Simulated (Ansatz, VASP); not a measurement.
## One calculation of Ti3Se, two programs

```xyz
4
Lattice="3.1974 0.0000 0.0000 -1.5987 2.7691 0.0000 0.0000 0.0000 7.9427" Properties=species:S:1:pos:R:3 pbc="T T T"
Se    0.0000    0.0000    0.0000
Ti    1.5987    0.9230    3.9714
Ti    0.0000    1.8460    6.1390
Ti    0.0000    1.8460    1.8038
```

Alike in both runs: task single point; functional PBEsol; k mesh 10 × 10 × 4; occupations fermi-dirac, width 0.05 eV; no spin polarisation.

|  | VASP | Ansatz |
| --- | --- | --- |
| version | VASP 6.6.1 | Ansatz 0.2.0 |
| potentials or method | VASP PAW PBE potentials, release 64 (Se, Ti_sv), cutoff 520 eV | all-electron LAPW, scalar-relativistic |

|  | VASP | Ansatz | Ansatz less VASP |
| --- | --- | --- | --- |
| gap on the k mesh at the Fermi level (eV) | none | none | - |
| pressure (GPa) | -4.4 | -4.5 | -0.10 |
| traceless stress, the component that is largest in VASP (GPa) | -0.24 | -0.24 | 0.000 |
| rms of the force components (eV/Å) | 0.029 | 0.040 | +0.0107 |

VASP's potentials were made for PBE, not for PBEsol. Atom by atom the forces differ by 0.011 eV/Å (rms over components). A gap of «none» marks a metal or a gap that the smearing closes. Ansatz ran all-electron here, and VASP with PAW potentials.
